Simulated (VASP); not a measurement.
# Sb: relaxation of cell and atoms with PBE

Crystal: Sb.

```
CELL_PARAMETERS angstrom
2.88061 0.00000 0.00000
-1.44030 2.49468 0.00000
0.00000 0.00000 2.70777
ATOMIC_POSITIONS crystal
Sb 0.00000 0.00000 0.00000
```

This isn't the form of Sb at room conditions, which is rhombohedral.

- Program: VASP 6.6.1
- Task: relaxation of cell and atoms
- Functional: PBE
- Potentials or basis: VASP PAW PBE potentials, release 64 (Sb)
- Cutoff: 600 eV
- k mesh: 15 × 15 × 14
- Occupations: fermi-dirac, width 0.08 eV
- Spin: no spin polarisation
- Target pressure: 49 GPa
- Dipole correction: no
- Further INCAR settings: ALGO = Normal; EDIFF = 1e-06; IBRION = 2; EDIFFG = -0.005; NSW = 60; ISIF = 3

- Relaxed volume: 20.14 Å³/atom
- Relaxed cell: a = 2.914 Å, b = 2.914 Å, c = 2.739 Å, α = 90.00°, β = 90.00°, γ = 120.00°
- Space group after relaxing (to 0.1 Å): P6/mmm (No. 191)
- Energy change on relaxing (the run minimises the enthalpy): -228.5 meV/atom
- Ionic steps: 4
- Pressure after relaxing: 49.0 GPa
- Band gap on the k mesh: zero (an odd number of electrons rules out a gap without spin polarisation)

The path:
```csv
step,energy change (eV),largest force (eV/Å),pressure (GPa),volume (Å³)
1,0.0000,0.0000,58.14,19.46
2,-0.8092,0.0000,24.69,22.75
3,-0.2398,0.0000,48.53,20.18
4,-0.2285,0.0000,48.99,20.14
```

Final structure:
```
Sb
1.0
     2.91408    0.00000    0.00000
    -1.45704    2.52367    0.00000
     0.00000    0.00000    2.73910
Sb
1
Direct
  0.00000 0.00000 0.00000
```

Levels at points of the mesh, in eV from the Fermi level:
| k point | band 1 | band 2 | band 3 | band 4 | band 5 | band 6 |
| --- | --- | --- | --- | --- | --- | --- |
| (0.00, 0.00, 0.00) | -16.08 | 4.04 | 6.36 | 6.36 | 7.46 | 9.99 |
| (0.00, 0.00, 0.50) | -12.01 | -8.78 | 10.41 | 10.41 | 12.28 | 12.54 |

It took 51 s on 1 thread of Intel Xeon 8259CL, with other jobs on the host, peak memory 0.18 GiB.

Caveat: the cell is relaxed towards a set pressure, so the run minimises the enthalpy, not the energy; spin-orbit coupling is left out, which moves the levels of the heavy elements.
